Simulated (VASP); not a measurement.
A run of VASP 6.6.1 is set up as follows.

The input INCAR:

```
ALGO = Normal
EDIFF = 1E-6
EDIFFG = -0.04
ENCUT = 600
GGA = PE
IBRION = 2
ISIF = 3
ISMEAR = 0
LASPH = True
LCHARG = False
LREAL = False
LWAVE = False
NELM = 100
NSW = 90
PREC = Accurate
SIGMA = 0.1
```

The input KPOINTS:

```
k-points
0
Gamma
  6 6 2
```

Contents of POSCAR:

```
AlP5
1.0
    3.8712213700      0.0000000000      0.0000000000
   -1.9356106900      3.3525760500      0.0000000000
    0.0000000000      0.0000000000      8.8210498300
Al P
1 5
Direct
    0.0000000000      0.0000000000      0.5000000000
    0.5271506800      0.0000000000      0.0000000000
    0.0000000000      0.5271506800      0.0000000000
    0.4728493200      0.4728493200      0.0000000000
    0.0000000000      0.0000000000      0.2353366000
    0.0000000000      0.0000000000      0.7646634000
```

Potentials or basis: VASP PAW PBE potentials, release 64 (Al, P).

Command:

```console
$ cat potpaw_PBE.64/Al/POTCAR potpaw_PBE.64/P/POTCAR > POTCAR
$ mpirun -np 1 vasp_std > vasp.out
```

Question: What does it give for the band gap on the k mesh?

Answer: Zero (bands 14 and 15 overlap by 1.38 eV).

Question: Predict the relaxed volume.

Answer: 31.27 Å³/atom.

Question: What does it give for the relaxed cell?

Answer: a = 5.232 Å, b = 5.232 Å, c = 7.914 Å, α = 90.00°, β = 90.00°, γ = 120.00°.

The path:
| step | energy change (eV) | largest force (eV/Å) | pressure (GPa) | volume (Å³) |
| --- | --- | --- | --- | --- |
| 1 | 0.0000 | 1.1497 | 30.46 | 114.48 |
| 2 | -4.0757 | 0.2245 | -5.14 | 182.95 |
| 3 | -4.4506 | 0.3423 | -1.08 | 157.70 |
| 4 | -4.4574 | 0.3207 | -1.95 | 161.26 |
| 5 | -4.4582 | 0.3268 | -1.72 | 160.24 |
| 6 | -4.5920 | 0.6563 | -0.02 | 154.98 |
| 7 | -4.5939 | 0.7807 | 0.23 | 154.35 |
| 8 | -4.6812 | 0.7728 | 0.26 | 153.27 |
| 9 | -4.9837 | 0.8671 | 0.57 | 149.90 |
| 10 | -5.5029 | 0.6762 | 3.64 | 142.53 |
| 11 | -5.5641 | 0.3750 | 3.59 | 144.25 |
| 12 | -5.6171 | 0.2436 | 4.17 | 147.06 |
| 13 | -5.7405 | 0.3909 | 5.85 | 152.75 |
| 14 | -5.1724 | 4.0849 | 10.36 | 164.47 |
| 15 | -5.7679 | 0.5433 | 6.38 | 154.29 |
| 16 | -5.7619 | 1.1359 | 7.40 | 157.53 |
| 17 | -5.7813 | 0.7679 | 6.81 | 155.73 |
| 18 | -5.8970 | 0.8749 | 6.12 | 160.24 |
| 19 | -6.0307 | 1.6254 | 4.53 | 174.30 |
| 20 | -6.1801 | 1.0245 | 2.91 | 178.37 |
| 21 | -6.3004 | 0.1860 | -0.39 | 188.82 |
| 22 | -6.3031 | 0.0652 | -0.06 | 187.56 |
| 23 | -6.3031 | 0.0383 | 0.01 | 187.29 |
| 24 | -6.3058 | 0.0380 | 0.02 | 187.34 |
| 25 | -6.3110 | 0.0354 | 0.03 | 187.49 |
| 26 | -6.3104 | 0.0604 | 0.08 | 187.76 |
| 27 | -6.3124 | 0.0357 | 0.05 | 187.62 |

Caveat: the volume moved by over 15 % at a fixed basis, so the end points are rough.
